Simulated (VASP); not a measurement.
# Na: single point with PBEsol

Na:

```
CELL_PARAMETERS angstrom
-2.02007 2.02007 2.02007
2.02007 -2.02007 2.02007
2.02007 2.02007 -2.02007
ATOMIC_POSITIONS crystal
Na 0.00000 0.00000 0.00000
```

This cell differs from its parent crystal: volume scaled by 0.91.

```json
{
 "Program": "VASP 6.6.1",
 "Task": "single point",
 "Functional": "PBEsol",
 "Potentials or basis": "VASP PAW PBE potentials, release 64 (Na_pv)",
 "Cutoff": "520 eV",
 "k mesh": "14 × 14 × 14",
 "Occupations": "gaussian, width 0.1 eV",
 "Spin": "no spin polarisation",
 "Dipole correction": "no",
 "Further INCAR settings": "ALGO = Normal; EDIFF = 1e-07; NBANDS = 10"
}
```

* Pressure: 0.9 GPa

Levels at points of the mesh, in eV from the Fermi level:
```tsv
k point	band 1	band 2	band 3	band 4	band 5	band 6	band 7
(0.00, 0.00, 0.00)	-24.67	-24.67	-24.67	-3.51	12.54	12.54	12.54
(0.50, 0.00, 0.00)	-24.73	-24.69	-24.67	0.81	1.38	8.72	9.99
(0.50, 0.50, 0.50)	-24.71	-24.71	-24.71	4.73	4.73	5.33	5.33
```

Run time: 37 s on 1 thread of Intel(R) Xeon(R) Platinum 8259CL CPU @ 2.50GHz (Skylake/Cascade Lake), with other jobs on the host, peak memory 0.16 GiB.

Caveat: the PAW data sets were made with another functional, which shifts forces and pressure a little.
